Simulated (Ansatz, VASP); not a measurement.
One calculation of Te2Mo, two programs

File POSCAR:

```
Te2Mo
1.0
   -3.5635452172      0.0000000000      0.0000000000
   -1.7817726086     -3.0861206856      0.0000000000
   -4.0089883693     -2.3145905142     14.7262210532
Te Mo
4 2
Direct
   -0.1380296329     -0.1380296329      0.6284839550
    0.5703037004      0.5703037004      0.1284839550
   -0.3203037004     -0.3203037004      0.8715160450
    0.3880296329      0.3880296329      0.3715160450
    0.1458333333      0.1458333333      0.2500000000
    0.1041666667      0.1041666667      0.7500000000
```

INCAR.step1

```
ALGO = Normal
EDIFF = 1E-4
ENCUT = 520
GGA = PE
ISMEAR = 0
LASPH = T
LCHARG = F
LREAL = F
LWAVE = T
NBANDS = 35
NELM = 60
PREC = Accurate
SIGMA = 0.05
```

The input INCAR.step2:

```
ALGO = Normal
EDIFF = 1E-7
ENCUT = 520
ISIF = 2
ISMEAR = 0
ISTART = 1
LASPH = T
LCHARG = F
LMIXTAU = T
LREAL = F
LWAVE = F
METAGGA = R2SCAN
NBANDS = 35
NELM = 60
PREC = Accurate
SIGMA = 0.05
```

Contents of KPOINTS:

```
k-points
0
Gamma
  9 9 2
```

Input for Ansatz:

```yaml
crystal:
  lattice:
    - [-3.5635452172, 0.0, 0.0]
    - [-1.7817726086, -3.0861206856, 0.0]
    - [-4.0089883693, -2.3145905142, 14.7262210532]
  atoms:
    - { symbol: Te, position: [-0.1380296329, -0.1380296329, 0.628483955] }
    - { symbol: Te, position: [0.5703037004, 0.5703037004, 0.128483955] }
    - { symbol: Te, position: [-0.3203037004, -0.3203037004, 0.871516045] }
    - { symbol: Te, position: [0.3880296329, 0.3880296329, 0.371516045] }
    - { symbol: Mo, position: [0.1458333333, 0.1458333333, 0.25] }
    - { symbol: Mo, position: [0.1041666667, 0.1041666667, 0.75] }
basis:
  ecutwfc: 500
kpoints:
  mp_grid: { grid: [9, 9, 2] }
hamiltonian:
  xc: r2scan
scf:
  occupations: { method: gaussian, width: 0.05 }
output:
  forces: true
  stress: true
  eigenvalues: true
  write_density: true
  write_potential: true
  elf: true
  volumetric_format: npy
```

Alike in both runs: task single point; functional r2SCAN; k mesh 9 × 9 × 2; occupations gaussian, width 0.05 eV; no spin polarisation.

|  | VASP | Ansatz |
| --- | --- | --- |
| version | VASP 6.6.1 | Ansatz 0.2.0 |
| potentials or method | VASP PAW PBE potentials, release 64 (Te, Mo_sv), cutoff 520 eV | scalar-relativistic, plane waves, PAW |
| valence electrons in the cell | 52 | 92 |

```tsv
	VASP	Ansatz	Ansatz less VASP
gap on the k mesh at the Fermi level (eV)	1.02	1.03	+0.009
least direct gap on the mesh (eV)	1.08	1.08	-0.002
pressure (GPa)	0.5	0.4	-0.11
traceless stress, the component that is largest in VASP (GPa)	0.76	0.70	-0.058
rms of the force components (eV/Å)	0.067	0.075	+0.0078
```

VASP's potentials were made for PBE, not for r2SCAN. Atom by atom the forces differ by 0.012 eV/Å (rms over components). VASP's potentials hold 52 valence electrons a cell and Ansatz's 92, so a difference there can come from the potentials and not from the codes.

Spin-orbit coupling is off throughout.
